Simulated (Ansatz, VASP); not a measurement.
K2SiB2 in VASP and in Ansatz

```
K Si B
1.0
     5.00539    0.00000    0.00000
    -2.50269    4.33479    0.00000
     0.00000    0.00000    4.87085
K Si B
2 1 2
Direct
  0.33333 0.66667 0.27580
  0.66667 0.33333 0.72420
  0.00000 0.00000 0.00000
  0.00000 0.00000 0.37940
  0.00000 0.00000 0.62060
```

Change from the starting cell: species swapped into the Rb2PtC2 type (P-3m1, No. 164).

Alike in both runs: task single point; functional PBE; k mesh 6 × 6 × 4; occupations gaussian, width 0.1 eV; no spin polarisation.

|  | VASP | Ansatz |
| --- | --- | --- |
| version | VASP 6.6.1 | Ansatz 0.2.0 |
| potentials or method | VASP PAW PBE potentials, release 64 (K_sv, Si, B), cutoff 520 eV | scalar-relativistic, plane waves, PAW |
| valence electrons in the cell | 28 | 28 |

|  | VASP | Ansatz | Ansatz less VASP |
| --- | --- | --- | --- |
| gap on the k mesh at the Fermi level (eV) | none | none | - |
| pressure (GPa) | 21.4 | 21.1 | -0.26 |
| traceless stress, the component that is largest in VASP (GPa) | 28.46 | 28.12 | -0.331 |
| rms of the force components (eV/Å) | 8.825 | 8.677 | -0.1482 |

Atom by atom the forces differ by 0.148 eV/Å (rms over components). A gap of «none» marks a metal or a gap that the smearing closes.
